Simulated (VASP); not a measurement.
NiO, 4 atoms in the cell. The typed cell holds 4 atoms: a = 2.971 Å, b = 2.971 Å, c = 4.200 Å, α = 90.00°, β = 90.00°, γ = 90.00°. 

```yaml
Program: VASP 6.6.1
Task: single point
Functional: PBEsol
Potentials_or_basis: VASP PAW PBE potentials, release 64 (Ni, O)
Cutoff: 600 eV
k_mesh: 10 × 10 × 6
Occupations: gaussian, width 0.02 eV
Spin: collinear spin, antiferromagnetic start
Starting_moments: "[1.9, -1.9, 0.0, 0.0] μB"
Hubbard_terms: Ni d U = 6.2 eV
Dipole_correction: no
Further_INCAR_settings: ALGO = Normal; EDIFF = 1e-06; NBANDS = 28
```

Potentials or basis: VASP PAW PBE potentials, release 64 (Ni, O).

Command:

```bash
$ cat potpaw_PBE.64/Ni/POTCAR potpaw_PBE.64/O/POTCAR > POTCAR
$ mpirun -np 1 vasp_std > vasp.out
```

Hardware: 1 thread of Oxide Virtual Turin-like Processor (shared host).

Problem. Estimate the wall time of this run.

Solution. It took 82 s on 1 thread of Oxide Virtual Turin-like Processor, on a shared host, peak memory 0.24 GiB. Counts: scf iterations 15, k points 84.
